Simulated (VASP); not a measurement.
Wanted: the native input for a VASP 6.6.1 run.

```yaml
Task: single point
Functional: HSE06
Potentials_or_basis: VASP PAW PBE potentials, release 64 (Ag, Br)
Cutoff: 400 eV
k_mesh: 6 × 6 × 6
Occupations: gaussian, width 0.01 eV
Spin: no spin polarisation
Dipole_correction: no
Grid_for_exact_exchange_PRECFOCK: Normal
Further_INCAR_settings: ALGO = Normal; EDIFF = 1e-06; NBANDS = 16
Share_of_exact_exchange: 0.25
Screening_parameter: 0.2079 1/Å
```

AgBr:

```
CELL_PARAMETERS angstrom
0.00000 2.89276 2.89276
2.89276 0.00000 2.89276
2.89276 2.89276 0.00000
ATOMIC_POSITIONS crystal
Ag 0.00000 0.00000 0.00000
Br 0.50000 0.50000 0.50000
```

One way to write it, as run:

POSCAR

```
AgBr
1.0
    0.0000000000      2.8927622861      2.8927622861
    2.8927622861      0.0000000000      2.8927622861
    2.8927622861      2.8927622861      0.0000000000
Ag Br
1 1
Direct
    0.0000000000      0.0000000000      0.0000000000
    0.5000000000      0.5000000000      0.5000000000
```

INCAR.step1

```
PREC = Accurate
ENCUT = 400
EDIFF = 1E-5
ISMEAR = 0
SIGMA = 0.01
LREAL = F
LASPH = T
NELM = 120
ALGO = Normal
ISIF = 2
LWAVE = T
LCHARG = F
NBANDS = 16
GGA = PE
GGA_COMPAT = F
```

INCAR.step2

```
PREC = Accurate
ENCUT = 400
EDIFF = 1E-6
ISMEAR = 0
SIGMA = 0.01
LREAL = F
LASPH = T
NELM = 120
ALGO = Normal
ISIF = 2
LWAVE = F
LCHARG = F
GGA = PE
LHFCALC = T
HFSCREEN = 0.2079
PRECFOCK = Normal
NBANDS = 16
ISTART = 1
GGA_COMPAT = F
```

KPOINTS

```
Automatic mesh
0
Gamma
  6 6 6
```

Potentials or basis: VASP PAW PBE potentials, release 64 (Ag, Br).

Command:

```sh
$ cat potpaw_PBE.64/Ag/POTCAR potpaw_PBE.64/Br/POTCAR > POTCAR
$ cp INCAR.step1 INCAR
$ mpirun -np 1 vasp_std > vasp.out
$ cp INCAR.step2 INCAR
$ mpirun -np 1 vasp_std > vasp.out
```

Results of the run:

```json
{
 "Pressure": "0.6 GPa",
 "Band gap on the k mesh": "2.01 eV (least direct gap 3.76 eV)"
}
```

Caveat: the PAW data sets were made with another functional, which shifts forces and pressure a little.

It took 18 min on 1 thread of Intel(R) Xeon(R) Platinum 8559C (Emerald Rapids), with other jobs on the host, peak memory 0.28 GiB.
